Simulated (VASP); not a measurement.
# CoO (Pm-3m) in VASP: notebook

Runs on CoO. Level: PBE+U. Tasks: single point.

All numbers are computed with VASP 6.6.1; they aren't measurements. Logs are shortened: lines on timing, memory, paths and dates and some standing lists are left out, and cuts for length are marked.

## 1. The cell of the first run

It takes space group Pm-3m (No. 221, cubic). Conventional cell: a = 2.661 Å, b = 2.661 Å, c = 2.661 Å, α = 90.00°, β = 90.00°, γ = 90.00°. Co (site symmetry m-3m) has 8 O at 2.30 Å and 6 Co at 2.66 Å within 3.0 Å. O (site symmetry m-3m) has 8 Co at 2.30 Å and 6 O at 2.66 Å within 3.0 Å.

## 2. Single point, PBE+U, collinear spin, ferromagnetic start

File INCAR:

```
ALGO = Normal ; EDIFF = 1E-6
ENCUT = 700 ; GGA = PE
GGA_COMPAT = False ; ISIF = 2
ISMEAR = 0 ; ISPIN = 2
LASPH = True ; LCHARG = False
LDAU = True ; LDAUJ = 0 0
LDAUL = 2 -1 ; LDAUPRINT = 1
LDAUTYPE = 2 ; LDAUU = 3.32 0
LMAXMIX = 4 ; LORBIT = 11
LREAL = False ; LWAVE = False
MAGMOM = 3 0 ; NBANDS = 22
NELM = 200 ; PREC = Accurate
SIGMA = 0.02
```

File KPOINTS:

```
k-points
0
Gamma
  10 10 10
```

File POSCAR:

```
CoO
1.0
    2.6612513074      0.0000000000      0.0000000000
    0.0000000000      2.6612513074      0.0000000000
    0.0000000000      0.0000000000      2.6612513074
Co O
1 1
Direct
    0.0000000000      0.0000000000      0.0000000000
    0.5000000000      0.5000000000      0.5000000000
```

Potentials or basis: VASP PAW PBE potentials, release 64 (Co_sv, O).

The run is started by

```bash
cat potpaw_PBE.64/Co_sv/POTCAR potpaw_PBE.64/O/POTCAR > POTCAR
mpirun -np 1 vasp_std > vasp.out
```

OUTCAR:

```text
EDIFF = 1E-6
   ENCUT = 700
   GGA = PE
   ISIF = 2
   ISMEAR = 0
   ISPIN = 2
   LASPH = True
   LORBIT = 11
   LREAL = False
   NELM = 200
   PREC = Accurate

 ion  position               nearest neighbor table
   1  0.000  0.000  0.000-
   2  0.500  0.500  0.500-

  LATTYP: Found a simple cubic cell.
 ALAT       =     2.6612513074

  Lattice vectors:

 A1 = (   2.6612513074,   0.0000000000,   0.0000000000)
 A2 = (   0.0000000000,   2.6612513074,   0.0000000000)
 A3 = (   0.0000000000,   0.0000000000,   2.6612513074)

Analysis of symmetry for initial positions (statically):
=====================================================================
 Subroutine PRICEL returns:
 Original cell was already a primitive cell.

 Routine SETGRP: Setting up the symmetry group for a
 simple cubic supercell.

 Subroutine GETGRP returns: Found 48 space group operations
 (whereof 48 operations were pure point group operations)
 out of a pool of 48 trial point group operations.

The static configuration has the point symmetry O_h .

Analysis of symmetry for dynamics (positions and initial velocities):
=====================================================================
 Subroutine PRICEL returns:
 Original cell was already a primitive cell.

 Routine SETGRP: Setting up the symmetry group for a
 simple cubic supercell.

 Subroutine GETGRP returns: Found 48 space group operations
 (whereof 48 operations were pure point group operations)
 out of a pool of 48 trial point group operations.

The dynamic configuration has the point symmetry O_h .

Analysis of structural, dynamic, and magnetic symmetry:
=====================================================================
 Subroutine PRICEL returns:
[... 172 lines left out ...]
 occupancies and eigenvectors

  o =  0.0818  v =  0.0000  0.0000  0.0000  0.0000  0.0000  0.9918  0.1273  0.0000  0.0094  0.0000      0.0000  0.0000  0.0000  0.0000  0.0000  0.0000  0.0000  0.0000  0.0000  0.0000
  o =  0.0818  v =  0.0000  0.0000  0.0000  0.0000  0.0000  0.1271 -0.9918 -0.0000  0.0152 -0.0000      0.0000  0.0000  0.0000  0.0000  0.0000  0.0000  0.0000  0.0000  0.0000  0.0000
  o =  0.0818  v =  0.0000  0.0000  0.0000  0.0000  0.0000  0.0113 -0.0139 -0.0000 -0.9998  0.0000      0.0000  0.0000  0.0000  0.0000  0.0000  0.0000  0.0000  0.0000  0.0000  0.0000
  o =  0.8947  v =  0.0000  0.0000  0.0000  0.0000  0.0000 -0.0000  0.0000  0.1145 -0.0000 -0.9934      0.0000  0.0000  0.0000  0.0000  0.0000  0.0000  0.0000  0.0000  0.0000  0.0000
  o =  0.8947  v =  0.0000  0.0000  0.0000  0.0000  0.0000  0.0000  0.0000 -0.9934  0.0000 -0.1145      0.0000  0.0000  0.0000  0.0000  0.0000  0.0000  0.0000  0.0000  0.0000  0.0000
  o =  0.9125  v =  0.0000 -0.0000  0.9742  0.0000  0.2257  0.0000  0.0000  0.0000  0.0000  0.0000      0.0000  0.0000  0.0000  0.0000  0.0000  0.0000  0.0000  0.0000  0.0000  0.0000
  o =  0.9125  v =  0.0000  0.0000 -0.2257 -0.0000  0.9742  0.0000  0.0000  0.0000  0.0000  0.0000      0.0000  0.0000  0.0000  0.0000  0.0000  0.0000  0.0000  0.0000  0.0000  0.0000
  o =  0.9441  v =  1.0000  0.0000  0.0000  0.0000  0.0000  0.0000  0.0000  0.0000  0.0000  0.0000      0.0000  0.0000  0.0000  0.0000  0.0000  0.0000  0.0000  0.0000  0.0000  0.0000
  o =  0.9441  v =  0.0000  0.1367  0.0000 -0.9906 -0.0000  0.0000  0.0000  0.0000  0.0000  0.0000      0.0000  0.0000  0.0000  0.0000  0.0000  0.0000  0.0000  0.0000  0.0000  0.0000
  o =  0.9441  v =  0.0000 -0.9906 -0.0000 -0.1367 -0.0000  0.0000  0.0000  0.0000  0.0000  0.0000      0.0000  0.0000  0.0000  0.0000  0.0000  0.0000  0.0000  0.0000  0.0000  0.0000

 number of electron      22.9999968 magnetization       2.9999628

 Free energy of the ion-electron system (eV)
  ---------------------------------------------------
  ext. energy  EPLUGINS =         0.00000000
  ---------------------------------------------------
  free energy    TOTEN  =       -10.97631288 eV

  energy without entropy =      -10.97631288  energy(sigma->0) =      -10.97631288

 E-fermi :   8.8666     XC(G=0): -12.9268

 val. band max:        8.4352165384   @ k =   0.5000   0.0000   0.0000
 cond. band min:       9.3760839732   @ k =   0.0000   0.0000   0.0000
 fundamental gap:      0.9408674347
 Fermi energy:         8.8666435837

 spin component 1

 k-point     1 :       0.0000    0.0000    0.0000
  band No.  band energies     occupation
      1     -88.2886      1.00000
      2     -51.5080      1.00000
      3     -51.5080      1.00000
      4     -51.5080      1.00000
      5     -10.4928      1.00000
      6       3.8448      1.00000
[... 1193 lines left out ...]
     21      35.6526      0.00000
     22      38.8735      0.00000

 [... further k-points ...]

------------------------ aborting loop because EDIFF is reached ----------------------------------------

  FORCE on cell =-STRESS in cart. coord.  units (eV):
  Direction    XX          YY          ZZ          XY          YZ          ZX
  --------------------------------------------------------------------------------------
  -------------------------------------------------------------------------------------
  Total       -0.3239578     -0.3239578     -0.3239578      0.0000000     -0.0000000      0.0000000
  in kB      -27.5385690    -27.5385690    -27.5385690      0.0000000     -0.0000000      0.0000000
  external PRESSURE =     -27.5385690 kB  Pullay stress =       0.0000000 kB

 VOLUME and BASIS-vectors are now :
 -----------------------------------------------------------------------------
  energy-cutoff  :      700.00
  volume of cell :       18.85
      direct lattice vectors                 reciprocal lattice vectors
     2.661251307  0.000000000  0.000000000     0.375763085  0.000000000  0.000000000
     0.000000000  2.661251307  0.000000000     0.000000000  0.375763085  0.000000000
     0.000000000  0.000000000  2.661251307     0.000000000  0.000000000  0.375763085

 POSITION                                       TOTAL-FORCE (eV/Angst)
 -----------------------------------------------------------------------------------
      0.00000      0.00000      0.00000         0.000000      0.000000      0.000000
      1.33063      1.33063      1.33063         0.000000      0.000000      0.000000
 -----------------------------------------------------------------------------------
    total drift:                                0.000000      0.000000     -0.000000

  FREE ENERGIE OF THE ION-ELECTRON SYSTEM (eV)
  ---------------------------------------------------
  free  energy   TOTEN  =       -10.9763128838 eV

  energy  without entropy=      -10.9763128838  energy(sigma->0) =      -10.97631288

 total charge

# of ion       s       p       d       tot
------------------------------------------
    1        2.141   6.057   6.667  14.865
    2        1.564   3.389   0.000   4.953
--------------------------------------------------
tot          3.705   9.446   6.667  19.818

 magnetization (x)

# of ion       s       p       d       tot
------------------------------------------
    1        0.008   0.009   2.618   2.635
    2        0.021   0.243   0.000   0.264
--------------------------------------------------
tot          0.029   0.252   2.618   2.899
```

Run time: 42 s. Hardware: 1 thread of AMD EPYC 9R45 (Zen 5), shared host; peak memory 0.15 GiB.

Results:

- Free energy: -10.9763 eV
- Pressure: -2.8 GPa
- Band gap on the k mesh: 0.94 eV (least direct gap 1.77 eV)
- Net moment: 3.00 μB per cell
- Site moments: Co +2.63; O +0.26 μB
- Valence electrons inside the program's atomic spheres: Co 14.87; O 4.95

Eigenvalues of the final occupation matrices:
| site | spin | trace | eigenvalues |
| --- | --- | --- | --- |
| site 1 d | 1 | 4.66 | 0.91 0.91 0.94 0.94 0.94 |
| site 1 d | 2 | 2.03 | 0.08 0.08 0.08 0.89 0.89 |

Caveat: a cell with one magnetic atom can't hold antiferromagnetic order, which such compounds often take. The state reached can hang on the start; a lower one may exist.

## 3. Single point, PBE+U, collinear spin, antiferromagnetic start

This run uses another cell than the first one: it holds 4 atoms, not 2.

File INCAR:

```
SYSTEM = CoO
PREC = Accurate ; ENCUT = 700
EDIFF = 1E-6 ; ISMEAR = 0
SIGMA = 0.02 ; LREAL = .False.
LASPH = .True. ; NELM = 200
ALGO = Normal ; ISIF = 2
LWAVE = .False. ; LCHARG = .False.
ISPIN = 2 ; MAGMOM = 3 -3 0 0
LORBIT = 11 ; LMAXMIX = 4
LDAU = .True. ; LDAUTYPE = 2
LDAUL = 2 -1 ; LDAUU = 3.32 0
LDAUJ = 0 0 ; LDAUPRINT = 1
GGA = PE ; NBANDS = 35
GGA_COMPAT = .False.
```

File KPOINTS:

```
Automatic mesh
0
Gamma
  10 10 5
  0 0 0
```

File POSCAR:

```
CoO
1.0
    2.6612513074      0.0000000000      0.0000000000
    0.0000000000      2.6612513074      2.6612513074
    0.0000000000      0.0000000000      5.3225026149
Co O
2 2
Direct
    0.0000000000      1.0000000000      1.0000000000
    0.0000000000      1.0000000000      0.5000000000
    0.5000000000      0.5000000000      0.0000000000
    0.5000000000      0.5000000000      0.5000000000
```

Potentials or basis: VASP PAW PBE potentials, release 64 (Co_sv, O).

The run is started by

```bash
cat potpaw_PBE.64/Co_sv/POTCAR potpaw_PBE.64/O/POTCAR > POTCAR
mpirun -np 1 vasp_std > vasp.out
```

Wall time 5.6 min (1 thread of Intel Xeon Platinum 8375C at 2.90GHz (Ice Lake), shared host); peak memory 0.35 GiB.

It converged, with:

```yaml
Free_energy: -21.9744 eV
Pressure: -2.9 GPa
Band_gap_on_the_k_mesh: 1.15 eV
Net_moment: 0.00 μB per cell
Site_moments: Co +2.63, -2.63; O +0.00 μB
Valence_electrons_inside_the_program's_atomic_spheres: Co 14.87; O 4.95
```

Stress tensor (GPa, compression positive):
```
-2.73  0.00  0.00
 0.00 -3.03  0.00
 0.00  0.00 -3.03
```

Levels at points of the mesh, in eV from the valence-band top:
Spin up:
```tsv
k point	band 19	band 20	band 21	band 22	band 23	band 24	band 25	band 26	band 27	band 28
(0.00, 0.00, 0.00)	-1.49	-1.48	-1.48	-1.31	-0.57	1.15	2.00	2.20	2.21	6.00
(0.50, 0.00, 0.00)	-2.01	-1.25	-0.65	-0.21	-0.21	3.22	3.49	3.49	6.44	7.18
(0.00, 0.50, 0.00)	-1.52	-0.92	-0.83	-0.83	0.00	3.03	3.03	3.31	6.50	6.50
(0.50, 0.50, 0.00)	-3.53	-1.70	-0.97	-0.66	-0.45	1.64	1.65	1.82	5.68	6.29
```
Spin down:
```csv
k point,band 20,band 21,band 22,band 23,band 24,band 25,band 26,band 27
"(0.00, 0.00, 0.00)",-1.48,-1.48,-1.31,-0.57,1.15,2.00,2.20,2.21
"(0.50, 0.00, 0.00)",-1.25,-0.65,-0.21,-0.21,3.22,3.49,3.49,6.44
"(0.00, 0.50, 0.00)",-0.92,-0.83,-0.83,0.00,3.03,3.03,3.31,6.50
"(0.50, 0.50, 0.00)",-1.70,-0.97,-0.66,-0.45,1.64,1.65,1.82,5.68
```

Eigenvalues of the final occupation matrices:
```
    site  spin  trace               eigenvalues
site 1 d     1   4.65  0.91 0.91 0.94 0.94 0.94
site 1 d     2   2.04  0.08 0.08 0.09 0.89 0.90
site 2 d     1   2.04  0.08 0.08 0.09 0.89 0.90
site 2 d     2   4.65  0.91 0.91 0.94 0.94 0.94
```

A k mesh can miss the band edges. The state reached can hang on the start; a lower one may exist.
